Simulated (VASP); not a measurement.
Here is a VASP 6.6.1 calculation.

Contents of INCAR:

```
  ALGO = Fast
  EDIFF = 1E-7
  ENCUT = 520
  GGA = PE
  ISIF = 2
  ISMEAR = 0
  LASPH = T
  LCHARG = F
  LREAL = F
  LWAVE = F
  NBANDS = 18
  NELM = 60
  PREC = Accurate
  SIGMA = 0.1
```

Contents of KPOINTS:

```
k-points
0
Gamma
  20 20 14
```

The input POSCAR:

```
Cu
1.0
    1.8511994334      1.8511994334      0.0000000000
   -1.8058268983      1.8058268983      0.0000000000
    0.0000000000      0.0000000000      3.6116537965
Cu
2
Direct
    0.0000000000      0.0000000000      0.0000000000
    0.5000000000      0.5000000000      0.5000000000
```

Potentials or basis: VASP PAW PBE potentials, release 64 (Cu).

Launch:

```sh
$ cat potpaw_PBE.64/Cu/POTCAR > POTCAR
$ mpirun -np 1 vasp_std > vasp.out
```

Q: Predict the band gap on the k mesh.

A: Zero (bands 11 and 12 overlap by 7.94 eV).

Q: What does it give for the pressure?

A: -0.7 GPa.

Stress tensor (GPa, compression positive):
```
-0.85 -2.02  0.00
-2.02 -0.85  0.00
 0.00  0.00 -0.51
```

Caveat: the cell differs from its parent crystal (uniaxial strain along a: +2.0 %).
